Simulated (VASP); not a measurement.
# TiAl2 (Cmmm) in VASP: a series of runs, part 2 of 2

VASP 6.6.1. Earlier steps stand in the parts before.

### Step 4. Single point, LDA (13.91 Å³/atom)

This run uses another cell than the first one, of 13.91 Å³/atom.

INCAR

```
SYSTEM = TiAl2
ALGO = Fast
EDIFF = 1E-6
ENCUT = 520
GGA = CA
ISIF = 2
ISMEAR = 0
LASPH = .TRUE.
LCHARG = .FALSE.
LREAL = .FALSE.
LWAVE = .FALSE.
NBANDS = 27
NELM = 60
PREC = Accurate
SIGMA = 0.15
```

KPOINTS

```
k-points
0
G
  12 12 12
  0 0 0
```

POSCAR

```
TiAl2
1.0
    1.8292248515     -5.6561597554      0.0000000000
    1.8292248515      5.6561597554      0.0000000000
    0.0000000000      0.0000000000      4.0332916228
Ti Al
2 4
Direct
    0.6560576955      0.3439423045      0.0000000000
    0.3439423045      0.6560576955      0.0000000000
    0.0000000000      0.0000000000      0.0000000000
    0.8269820961      0.1730179039      0.5000000000
    0.1730179039      0.8269820961      0.5000000000
    0.5000000000      0.5000000000      0.5000000000
```

Started as:

```sh
> cat potpaw_LDA.64/Ti_sv/POTCAR potpaw_LDA.64/Al/POTCAR > POTCAR
> mpirun -np 1 vasp_std > vasp.out
```

Wall time 31 min (1 thread of Intel Xeon Platinum 8124M at 3.00GHz (Skylake/Cascade Lake), shared host); peak memory 0.62 GiB.

The run converged. Its results:

- Free energy: -36.0982 eV
- Pressure: 13.0 GPa
- Largest force: 0.486 eV/Å
- Band gap on the k mesh: zero (bands 18 and 19 overlap by 1.17 eV)

Forces in eV/Å, atoms in the order of the input:
```
Ti   0.000 -0.486  0.000
Ti   0.000  0.486  0.000
Al   0.000  0.000  0.000
Al   0.000 -0.248  0.000
Al   0.000  0.248  0.000
Al   0.000  0.000  0.000
```

Stress tensor (GPa, compression positive):
```
17.43  0.00  0.00
 0.00 18.44  0.00
 0.00  0.00  3.02
```

Levels at points of the mesh, in eV from the Fermi level:
```tsv
k point	band 15	band 16	band 17	band 18	band 19	band 20	band 21	band 22
(0.00, 0.00, 0.00)	-1.26	-1.26	-0.42	-0.37	0.33	0.41	1.11	1.24
(0.50, 0.00, 0.00)	-1.81	-1.78	-1.09	-0.64	0.81	0.89	1.67	1.87
(0.50, 0.50, 0.00)	-1.58	-1.21	-1.05	-0.21	0.14	0.98	1.39	1.42
(0.00, 0.00, 0.50)	-1.44	-0.65	0.00	0.07	0.40	1.00	1.17	1.56
(0.50, 0.00, 0.50)	-2.29	-1.73	-1.46	-1.12	-0.50	0.97	1.06	1.69
(0.50, 0.50, 0.50)	-1.93	-0.93	0.39	0.56	1.05	1.26	1.73	2.03
```

Caveat: the stress differs along the axes, from 3 to 18 GPa.

### Step 5. Single point, LDA (13.91 Å³/atom)

This run uses another cell than the first one, of 13.91 Å³/atom.

INCAR

```
PREC = Accurate
ENCUT = 520
EDIFF = 1E-7
ISMEAR = 0
SIGMA = 0.15
LREAL = False
LASPH = True
NELM = 60
ALGO = Fast
ISIF = 2
LWAVE = False
LCHARG = False
NBANDS = 27
```

KPOINTS

```
Automatic mesh
0
Gamma
  12 12 12
```

POSCAR: that of step 4 with these lines changed.

```diff
@@ -2,5 +2,5 @@
 1.0
-    1.8292248515     -5.6561597554      0.0000000000
-    1.8292248515      5.6561597554      0.0000000000
-    0.0000000000      0.0000000000      4.0332916228
+    1.8456087228     -5.7068204456      0.0000000000
+    1.8456087228      5.7068204456      0.0000000000
+    0.0000000000      0.0000000000      3.9620006470
 Ti Al
```

Potentials or basis: VASP PAW LDA potentials, release 64 (Ti_sv, Al).

Started as:

```sh
> cat potpaw_LDA.64/Ti_sv/POTCAR potpaw_LDA.64/Al/POTCAR > POTCAR
> mpirun -np 1 vasp_std > vasp.out
```

OUTCAR:

```text
PREC = Accurate
   ENCUT = 520
   EDIFF = 1E-7
   ISMEAR = 0
   LREAL = False
   LASPH = True
   NELM = 60
   ISIF = 2

 ion  position               nearest neighbor table
   1  0.656  0.344  0.000-   3 2.56   3 2.56   6 2.66   6 2.66   5 2.71   5 2.71   5 2.71   5 2.71
                             4 2.78   4 2.78   2 2.83   2 2.83
   2  0.344  0.656  0.000-   3 2.56   3 2.56   6 2.66   6 2.66   4 2.71   4 2.71   4 2.71   4 2.71
                             5 2.78   5 2.78   1 2.83   1 2.83
   3  0.000  0.000  0.000-   1 2.56   2 2.56   1 2.56   2 2.56   6 2.71   6 2.71   6 2.71   6 2.71
                             4 2.80   4 2.80   5 2.80   5 2.80
   4  0.827  0.173  0.500-   5 2.55   5 2.55   6 2.70   6 2.70   2 2.71   2 2.71   2 2.71   2 2.71
                             1 2.78   1 2.78   3 2.80   3 2.80
   5  0.173  0.827  0.500-   4 2.55   4 2.55   6 2.70   6 2.70   1 2.71   1 2.71   1 2.71   1 2.71
                             2 2.78   2 2.78   3 2.80   3 2.80
   6  0.500  0.500  0.500-   1 2.66   2 2.66   1 2.66   2 2.66   5 2.70   4 2.70   5 2.70   4 2.70
                             3 2.71   3 2.71   3 2.71   3 2.71

  LATTYP: Found a base centered orthorhombic cell.
 ALAT       =     3.6912174456
 B/A-ratio  =     3.0921074305
 C/A-ratio  =     1.0733587781

  Lattice vectors:

 A1 = (   1.8456087228,  -5.7068204456,   0.0000000000)
[... 196 lines left out ...]
      1     -45.9595      2.00000
      2     -45.8978      2.00000
      3     -22.7683      2.00000
      4     -22.7389      2.00000
      5     -22.7056      2.00000
      6     -22.6757      2.00000
[... 709 lines left out ...]
     26      13.4465      0.00000
     27      14.1181      0.00000

 [... further k-points ...]

------------------------ aborting loop because EDIFF is reached ----------------------------------------

  FORCE on cell =-STRESS in cart. coord.  units (eV):
  Direction    XX          YY          ZZ          XY          YZ          ZX
  --------------------------------------------------------------------------------------
  -------------------------------------------------------------------------------------
  Total        8.1362654      8.4989924      3.1009677      0.0000000      0.0000000      0.0000000
  in kB      156.1914695    163.1547210     59.5291173      0.0000000      0.0000000      0.0000000
  external PRESSURE =     126.2917693 kB  Pullay stress =       0.0000000 kB

 VOLUME and BASIS-vectors are now :
 -----------------------------------------------------------------------------
  energy-cutoff  :      520.00
  volume of cell :       83.46
      direct lattice vectors                 reciprocal lattice vectors
     1.845608723 -5.706820446  0.000000000     0.270913327 -0.087614461  0.000000000
     1.845608723  5.706820446  0.000000000     0.270913327  0.087614461  0.000000000
     0.000000000  0.000000000  3.962000647     0.000000000  0.000000000  0.252397738

 POSITION                                       TOTAL-FORCE (eV/Angst)
 -----------------------------------------------------------------------------------
      1.84561     -1.78119      0.00000         0.000000     -0.338123     -0.000000
      1.84561      1.78119      0.00000         0.000000      0.338123     -0.000000
      0.00000      0.00000      0.00000         0.000000     -0.000000     -0.000000
      1.84561     -3.73206      1.98100         0.000000     -0.206696     -0.000000
      1.84561      3.73206      1.98100         0.000000      0.206696      0.000000
      1.84561      0.00000      1.98100        -0.000000     -0.000000     -0.000000
 -----------------------------------------------------------------------------------
    total drift:                                0.000000      0.000000      0.000000

  FREE ENERGIE OF THE ION-ELECTRON SYSTEM (eV)
  ---------------------------------------------------
  free  energy   TOTEN  =       -36.2139040949 eV

  energy  without entropy=      -36.1884973661  energy(sigma->0) =      -36.20120073
```

OSZICAR:

```text
N       E                     dE             d eps       ncg     rms          rms(c)
DAV:   1     0.338756867883E+03    0.33876E+03   -0.16590E+04 16310   0.137E+03
DAV:   2    -0.104057847412E+01   -0.33980E+03   -0.33077E+03 16317   0.408E+02
DAV:   3    -0.363521280224E+02   -0.35312E+02   -0.34612E+02 28418   0.111E+02
[... 30 lines left out ...]
RMM:  34    -0.362139036507E+02   -0.18310E-06   -0.22639E-06 16939   0.400E-03    0.481E-04
RMM:  35    -0.362139038213E+02   -0.17056E-06   -0.20622E-06 16720   0.363E-03    0.397E-04
RMM:  36    -0.362139038996E+02   -0.78284E-07   -0.11301E-06 15786   0.329E-03    0.421E-04
RMM:  37    -0.362139040603E+02   -0.16072E-06   -0.19083E-06 15177   0.304E-03    0.476E-04
RMM:  38    -0.362139040949E+02   -0.34566E-07   -0.65019E-07 14787   0.284E-03
   1 F= -.36213904E+02 E0= -.36201201E+02  d E =-.254067E-01
```

stdout:

```text
POSCAR found type information on POSCAR TiAl
 POSCAR found :  2 types and       6 ions
[... 51 lines left out ...]
 num prob  num prob  num prob  num prob  num prob  num prob  num prob  num prob  num prob  num prob  num prob  num prob  num prob  num prob  num prob  num prob  num prob  num prob  num prob RMM:  30    -0.362139020909E+02   -0.52787E-06   -0.63176E-06 21085   0.702E-03    0.100E-03
 num prob  num prob  num prob WARNING in EDDRMM: call to ZHEGV failed, returncode =   8  4      8
 num prob  num prob  num prob  num prob  num prob  num prob  num prob  num prob  num prob  num prob  num prob  num prob  num prob  num prob  num prob  num prob  num
```

Wall time 37 min (1 thread of Intel Xeon Platinum 8124M at 3.00GHz (Skylake/Cascade Lake), shared host); peak memory 0.63 GiB.

Results:

* Free energy: -36.2139 eV
* Pressure: 12.6 GPa
* Largest force: 0.338 eV/Å
* Band gap on the k mesh: zero (bands 18 and 19 overlap by 1.36 eV)

Forces on the atoms (eV/Å):
```
Ti   0.000 -0.338  0.000
Ti   0.000  0.338  0.000
Al   0.000  0.000  0.000
Al   0.000 -0.207  0.000
Al   0.000  0.207  0.000
Al   0.000  0.000  0.000
```

Caveat: the stress differs along the axes, from 6 to 16 GPa.

### Step 6. Summary

| cell | further INCAR settings | gap on the mesh (eV) | pressure (GPa) | largest force (eV/Å) |
| --- | --- | --- | --- | --- |
| a = 6.448, b = 6.448, c = 3.727 Å, angles 90.0, 90.0, 144.2°, 6 atoms | ALGO = Fast; EDIFF = 1e-06; NBANDS = 27 | none | 0.2 | 0.15 |
| a = 6.167, b = 6.167, c = 4.074 Å, angles 90.0, 90.0, 144.2°, 6 atoms | ALGO = Fast; EDIFF = 1e-07; NBANDS = 27 | none | 0.5 | 0.22 |
| a = 5.945, b = 5.945, c = 4.033 Å, angles 90.0, 90.0, 144.2°, 6 atoms | ALGO = Fast; EDIFF = 1e-06; NBANDS = 27 | none | 13.0 | 0.49 |
| a = 5.998, b = 5.998, c = 3.962 Å, angles 90.0, 90.0, 144.2°, 6 atoms | ALGO = Fast; EDIFF = 1e-07; NBANDS = 27 | none | 12.6 | 0.34 |

Alike in all rows: task single point; level LDA; potentials or basis VASP PAW LDA potentials, release 64 (Ti_sv, Al); no spin polarisation; k mesh 12 × 12 × 12; cutoff (eV) 520; smearing gaussian 0.15 eV.

Caveats: the stress differs along the axes, from -3 to 7 GPa (at least some runs); the stress differs along the axes, from -5 to 3 GPa (at least some runs); the stress differs along the axes, from 3 to 18 GPa (at least some runs); the stress differs along the axes, from 6 to 16 GPa (at least some runs).

Absolute energies hang on the potentials; compare differences alone.
